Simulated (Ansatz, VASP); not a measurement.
## CuI: VASP beside Ansatz

```xyz
12
Lattice="7.5146 0.0000 0.0000 0.0000 7.5146 0.0000 0.0000 0.0000 7.5146" Properties=species:S:1:pos:R:3 pbc="T T T"
Cu    5.6359    3.7573    0.0000
Cu    3.7573    0.0000    5.6359
Cu    0.0000    5.6359    3.7573
Cu    0.0000    1.8786    3.7573
Cu    1.8786    3.7573    0.0000
Cu    3.7573    0.0000    1.8786
I     3.7573    5.6359    0.0000
I     5.6359    0.0000    3.7573
I     0.0000    3.7573    5.6359
I     1.8786    0.0000    3.7573
I     0.0000    3.7573    1.8786
I     3.7573    1.8786    0.0000
```

Alike in both runs: functional PBE; k mesh 4 × 4 × 4; occupations gaussian, width 0.02 eV; no spin polarisation.

Ansatz relaxed the structure, and its values are those at the end. VASP's run is a single point on that final structure, the one shown.

|  | VASP | Ansatz |
| --- | --- | --- |
| version | VASP 6.6.1 | Ansatz 0.2.0 |
| potentials or method | VASP PAW PBE potentials, release 64 (Cu, I), cutoff 520 eV | scalar-relativistic, plane waves, PAW |
| valence electrons in the cell | 108 | 216 |

```csv
,VASP,Ansatz,Ansatz less VASP
gap on the k mesh at the Fermi level (eV),1.21,1.20,-0.016
least direct gap on the mesh (eV),1.21,1.20,-0.016
pressure (GPa),-0.1,0.0,+0.02
```

With one functional, cell and mesh, what is left measures potentials, basis and numerics. VASP's potentials hold 108 valence electrons a cell and Ansatz's 216, so a difference there can come from the potentials and not from the codes. Ansatz's warnings: xc potential rough in thin density.

Neither program's run includes spin-orbit coupling.
